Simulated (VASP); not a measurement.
# C (C2/m) in VASP: a series of runs

C is run at these levels: PBEsol+D3(BJ); tasks: single point.

Program: VASP 6.6.1. These are calculated values, not measurements. Logs are shortened: lines on timing, memory, paths and dates and some standing lists are left out, and cuts for length are marked.

## (1) The cell of the first run

It takes space group C2/m (No. 12, monoclinic). The conventional cell has a = 4.258 Å, b = 2.458 Å, c = 3.577 Å, α = 90.00°, β = 113.38°, γ = 90.00°. C (site symmetry m) has 3 C at 1.31 to 1.50 Å within 1.8 Å.

## (2) Single point, PBEsol+D3(BJ) (atoms displaced along a vibrational mode)

Contents of INCAR:

```
SYSTEM = C
ALGO     = Normal         ! electronic algorithm
EDIFF    = 1E-6           ! SCF threshold, eV
ENCUT    = 520            ! plane-wave cutoff, eV
GGA      = PS             ! functional
ISIF     = 2              ! what is computed and relaxed
ISMEAR   = 0              ! smearing method
IVDW     = 12             ! dispersion correction
LASPH    = .TRUE.         ! aspherical terms in the spheres
LCHARG   = .TRUE.         ! write CHGCAR
LELF     = .TRUE.         ! ELF
LREAL    = .FALSE.        ! projectors in reciprocal space
LVHAR    = .TRUE.       
LWAVE    = .FALSE.        ! write WAVECAR
NBANDS   = 11             ! bands
NELM     = 60             ! most SCF steps
PREC     = Accurate       ! precision mode
SIGMA    = 0.05           ! smearing width, eV
```

Contents of KPOINTS:

```
k-points
0
G
  15 15 15
  0 0 0
```

Contents of POSCAR:

```
C
1.0
    1.2290461105      0.7095901028      3.2829684898
   -1.2290461105      0.7095901028      3.2829684898
    0.0000000000     -1.4191802055      3.2829684898
C
2
Direct
    0.1428452313      0.1428452313      0.1851231603
    0.8571547687      0.8571547687      0.8148768397
```

Potentials or basis: VASP PAW PBE potentials, release 64 (C).

On the command line:

```bash
$ cat potpaw_PBE.64/C/POTCAR > POTCAR
$ mpirun -np 1 vasp_std > vasp.out
```

OUTCAR:

```text
SYSTEM = C
   EDIFF = 1E-6
   ENCUT = 520
   GGA = PS
   ISIF = 2
   ISMEAR = 0
   IVDW = 12
   LASPH = .TRUE.
   LREAL = .FALSE.
   NELM = 60
   PREC = Accurate
 IVDW          = 12

 ion  position               nearest neighbor table
   1  0.143  0.143  0.185-   2 1.31   2 1.50   2 1.50
   2  0.857  0.857  0.815-   1 1.31   1 1.50   1 1.50

  LATTYP: Found a trigonal (rhomboedric) cell.
 ALAT       =     3.5765842029
 COS(alpha) =     0.7638274378

  Lattice vectors:

 A1 = (   1.2290461105,   0.7095901028,   3.2829684898)
 A2 = (  -1.2290461105,   0.7095901028,   3.2829684898)
 A3 = (   0.0000000000,  -1.4191802055,   3.2829684898)

Analysis of symmetry for initial positions (statically):
=====================================================================
 Subroutine PRICEL returns:
 Original cell was already a primitive cell.

 Routine SETGRP: Setting up the symmetry group for a
 trigonal (rhombohedral) supercell.

 Subroutine GETGRP returns: Found  4 space group operations
 (whereof  4 operations were pure point group operations)
 out of a pool of 12 trial point group operations.

The static configuration has the point symmetry C_2h.

Analysis of symmetry for dynamics (positions and initial velocities):
=====================================================================
 Subroutine PRICEL returns:
 Original cell was already a primitive cell.

 Routine SETGRP: Setting up the symmetry group for a
 trigonal (rhombohedral) supercell.

 Subroutine GETGRP returns: Found  4 space group operations
 (whereof  4 operations were pure point group operations)
 out of a pool of 12 trial point group operations.

The dynamic configuration has the point symmetry C_2h.

 Subroutine INISYM returns: Found  4 space group operations
 (whereof  4 operations are pure point group operations),
 and found     1 'primitive' translations

----------------------------------------------------------------------------------------

                                     Primitive cell

  volume of cell :      17.1788

  direct lattice vectors                    reciprocal lattice vectors
     1.229046110  0.709590103  3.282968490     0.406819562  0.234877383  0.101534125
    -1.229046110  0.709590103  3.282968490    -0.406819562  0.234877383  0.101534125
     0.000000000 -1.419180206  3.282968490     0.000000000 -0.469754767  0.101534125

  length of vectors
     3.576584203  3.576584203  3.576584203     0.480602455  0.480602455  0.480602455

  position of ions in fractional coordinates (direct lattice)
     0.142845231  0.142845231  0.185123160
     0.857154769  0.857154769  0.814876840

  ion indices of the primitive-cell ions
   primitive index   ion index
                 1           1
                 2           2

----------------------------------------------------------------------------------------

 KPOINTS: k-points

Automatic generation of k-mesh.
 Grid dimensions read from file:
 generate k-points for:   15   15   15

 Generating k-lattice:

  Cartesian coordinates                     Fractional coordinates (reciprocal lattice)
     0.027121304  0.015658492  0.006768942     0.066666667  0.000000000  0.000000000
    -0.027121304  0.015658492  0.006768942     0.000000000  0.066666667  0.000000000
     0.000000000 -0.031316984  0.006768942     0.000000000  0.000000000  0.066666667

  Length of vectors
     0.032040164  0.032040164  0.032040164

  Shift w.r.t. Gamma in fractional coordinates (k-lattice)
     0.000000000  0.000000000  0.000000000

 Subroutine IBZKPT returns following result:
 ===========================================

 Found    904 irreducible k-points:

 Following reciprocal coordinates:
            Coordinates               Weight
  0.000000  0.000000  0.000000      1.000000
  0.066667  0.000000  0.000000      4.000000
  0.000000  0.000000  0.066667      2.000000
  0.133333 -0.000000  0.000000      4.000000
  0.000000  0.000000  0.133333      2.000000
  0.200000  0.000000 -0.000000      4.000000
[... 16 lines left out ...]
  0.066667 -0.000000  0.200000      4.000000
  0.266667  0.066667 -0.000000      4.000000
 [... further k-points ...]
   k-points           NKPTS =    904   k-points in BZ     NKDIM =    904   number of bands    NBANDS=     11
   number of dos      NEDOS =    301   number of ions     NIONS =      2
   total plane-waves  NPLWV =  21952
   dimension x,y,z NGX =    28 NGY =   28 NGZ =   28
   dimension x,y,z NGXF=    56 NGYF=   56 NGZF=   56
   ions per type =               2
   NGX,Y,Z   is equivalent  to a cutoff of  13.01, 13.01, 13.01 a.u.
   NGXF,Y,Z  is equivalent  to a cutoff of  26.03, 26.03, 26.03 a.u.
 SYSTEM =  C
   PREC   = accura    normal or accurate (medium, high low for compatibility)
   ISTART =      0    job   : 0-new  1-cont  2-samecut
   ICHARG =      2    charge: 1-file 2-atom 10-const
   ISPIN  =      1    spin polarized calculation?
   LNONCOLLINEAR =      F non collinear calculations
   LSORBIT =      F    spin-orbit coupling
   LASPH  =      T    aspherical Exc in radial PAW
   ENCUT  =  520.0 eV  38.22 Ry    6.18 a.u.   6.65  6.65  6.65*2*pi/ulx,y,z
   NELM   =     60;   NELMIN=  2; NELMDL= -5     # of ELM steps
   EDIFF  = 0.1E-05   stopping-criterion for ELM
   LREAL  =      F    real-space projection
   EDIFFG = 0.1E-04   stopping-criterion for IOM
   NSW    =      0    number of steps for IOM
   IBRION =     -1    ionic relax: 0-MD 1-quasi-New 2-CG
   NFREE  =      0    steps in history (QN), initial steepest desc. (CG)
   ISIF   =      2    stress and relaxation
   ISYM   =      2    0-nonsym 1-usesym 2-fastsym
   POTIM  = 0.5000    time-step for ionic-motion
   TEBEG  =    0.0;   TEEND  =   0.0 temperature during run
   PSTRESS=    0.0 pullay stress
   NELECT =       8.0000    total number of electrons
   NUPDOWN=      -1.0000    fix difference up-down
   EMIN   =  10.00;   EMAX   =-10.00  energy-range for DOS
   EFERMI =   0.00;   METHOD = LEGACY
   ISMEAR =     0;   SIGMA  =   0.05  broadening in eV -4-tet -1-fermi 0-gaus
   EFERMI_NEDOS =   21; number of points for ismear=-14 and -15
   IALGO  =     38    algorithm
   IMIX   =      4    mixing-type and parameters
     AMIX     =   0.40;   BMIX     =  1.00
     AMIX_MAG =   1.60;   BMIX_MAG =  1.00
  volume/ion in A,a.u.               =       8.59        57.96
  Fermi-wavevector in a.u.,A,eV,Ry     =   1.268938  2.397944 21.908137  1.610203
  Thomas-Fermi vector in A             =   2.402006
   LORBIT       =      0    0 simple, 1 ext, 2 COOP (PROOUT), +10 PAW based schemes
   GGA     = PS    functional components
   LHFCALC =     F    Hartree Fock is set to
   AEXX    =    0.0000 exact exchange contribution
   IVDW    =    12    specifies the selected vdW correction
   LEPSILON=     F    determine dielectric tensor
   LRPA    =     F    only Hartree local field effects (RPA)
 non-spin polarized calculation
 Gauss-broadening in eV      SIGMA  =   0.05
  energy-cutoff  :      520.00
  volume of cell :       17.18
 maximum number of plane-waves:       476
   NGX = 13   NGY = 13   NGZ = 13

 number of electron       8.0000000 magnetization

 Free energy of the ion-electron system (eV)
  ---------------------------------------------------
  ext. energy  EPLUGINS =         0.00000000
  ---------------------------------------------------
  free energy    TOTEN  =       -18.57774411 eV

  energy without entropy =      -18.57768698  energy(sigma->0) =      -18.57771555

 E-fermi :   4.6597     XC(G=0): -10.7517

 val. band max:        4.6397063646   @ k =   0.4000   0.1333  -0.2000
 cond. band min:       4.6797145009   @ k =   0.4000   0.1333  -0.2000
 fundamental gap:      0.0400081363
 Fermi energy:         4.6597150574

 k-point     1 :       0.0000    0.0000    0.0000
  band No.  band energies     occupation
      1     -14.8137      2.00000
      2      -1.5456      2.00000
      3       0.5684      2.00000
      4       4.0133      2.00000
      5       8.2253      0.00000
      6      10.9668      0.00000
      7      15.1001      0.00000
      8      16.9947      0.00000
      9      18.0657      0.00000
     10      27.2821      0.00000
     11      30.4812      0.00000

 k-point     2 :       0.0667    0.0000    0.0000
  band No.  band energies     occupation
      1     -14.7048      2.00000
      2      -1.4486      2.00000
      3       0.3498      2.00000
      4       3.5258      2.00000
      5       8.3406      0.00000
      6      11.1539      0.00000
      7      15.5262      0.00000
      8      16.7018      0.00000
      9      18.1727      0.00000
     10      27.5998      0.00000
     11      29.4362      0.00000

 k-point     3 :       0.0000    0.0000    0.0667
  band No.  band energies     occupation
      1     -14.7071      2.00000
      2      -1.4444      2.00000
      3       0.2487      2.00000
      4       3.6222      2.00000
      5       8.3555      0.00000
      6      11.5745      0.00000
      7      14.9099      0.00000
      8      16.6312      0.00000
      9      18.2936      0.00000
     10      27.6121      0.00000
     11      30.6550      0.00000

 k-point     4 :       0.1333   -0.0000    0.0000
  band No.  band energies     occupation
      1     -14.3790      2.00000
      2      -1.1751      2.00000
      3      -0.2616      2.00000
      4       2.3553      2.00000
      5       8.6763      0.00000
      6      11.5305      0.00000
      7      15.7276      0.00000
      8      16.8237      0.00000
      9      18.5566      0.00000
     10      27.4355      0.00000
     11      28.3972      0.00000
[... 239 lines left out ...]
 k-point    22 :      -0.2000   -0.0000   -0.0667
  band No.  band energies     occupation
      1     -14.0363      2.00000
      2      -1.0472      2.00000
      3      -0.6801      2.00000
      4       1.3024      2.00000
      5       9.1603      0.00000
      6      11.5375      0.00000
      7      15.2667      0.00000
      8      18.3042      0.00000
      9      18.5976      0.00000
     10      25.5614      0.00000
     11      28.9884      0.00000

 k-point    23 :       0.0667   -0.0000    0.2000
  band No.  band energies     occupation
      1     -14.0542      2.00000
      2      -1.4565      2.00000
      3      -0.8293      2.00000
      4       1.9349      2.00000
      5       9.2840      0.00000
      6      13.7713      0.00000
      7      14.2430      0.00000
      8      15.3822      0.00000
      9      19.3945      0.00000
     10      26.3733      0.00000
     11      29.0851      0.00000

 k-point    24 :       0.2667    0.0667   -0.0000
  band No.  band energies     occupation
      1     -13.4024      2.00000
      2      -2.2962      2.00000
      3      -0.2948      2.00000
      4       0.3415      2.00000
      5       9.5061      0.00000
      6      12.6690      0.00000
      7      14.1075      0.00000
      8      18.0203      0.00000
      9      20.3533      0.00000
     10      24.5835      0.00000
     11      27.8287      0.00000

 [... further k-points ...]

------------------------ aborting loop because EDIFF is reached ----------------------------------------

 Edisp (eV)   -0.22549

 E8    (eV) :    -0.1096

  FORCE on cell =-STRESS in cart. coord.  units (eV):
  Direction    XX          YY          ZZ          XY          YZ          ZX
  --------------------------------------------------------------------------------------
  -------------------------------------------------------------------------------------
  Total      -0.31393     2.75936    -0.68542     0.00000    -1.33898     0.00000
  in kB     -29.27833   257.35085   -63.92560     0.00000  -124.87912     0.00000
  external pressure =       54.72 kB  Pullay stress =        0.00 kB

 VOLUME and BASIS-vectors are now :
 -----------------------------------------------------------------------------
  energy-cutoff  :      520.00
  volume of cell :       17.18
      direct lattice vectors                 reciprocal lattice vectors
     1.229046110  0.709590103  3.282968490     0.406819562  0.234877383  0.101534125
    -1.229046110  0.709590103  3.282968490    -0.406819562  0.234877383  0.101534125
     0.000000000 -1.419180206  3.282968490     0.000000000 -0.469754767  0.101534125

 POSITION                                       TOTAL-FORCE (eV/Angst)
 -----------------------------------------------------------------------------------
      0.00000     -0.06000      1.54567         0.000000      7.057710      2.793662
      0.00000      0.06000      8.30324         0.000000     -7.057710     -2.793662
 -----------------------------------------------------------------------------------
    total drift:                               -0.000000      0.000000     -0.000000

  FREE ENERGIE OF THE ION-ELECTRON SYSTEM (eV)
  ---------------------------------------------------
  free  energy   TOTEN  =       -18.8032364317 eV

  energy  without entropy=      -18.8031793088  energy(sigma->0) =      -18.80320787
```

It took 6.8 min on 1 thread of Intel Xeon Platinum 8175M at 2.50GHz (Skylake/Cascade Lake), shared host; peak memory 0.27 GiB.

What came out:

- Free energy: -18.8032 eV
- Pressure: 5.5 GPa
- Largest force: 7.591 eV/Å
- Dispersion energy per atom: -0.113 eV

Forces in eV/Å, atoms in the order of the input:
```
C    0.000  7.058  2.794
C    0.000 -7.058 -2.794
```

Stress tensor (GPa, compression positive):
```
 -2.93   0.00   0.00
  0.00  25.74 -12.49
  0.00 -12.49  -6.39
```

Caveat: the cell differs from its parent crystal (atoms displaced along a vibrational mode); the cell stands under pressure; the PAW data sets were made with another functional, which shifts forces and pressure a little.

[end of part 1 of 3]
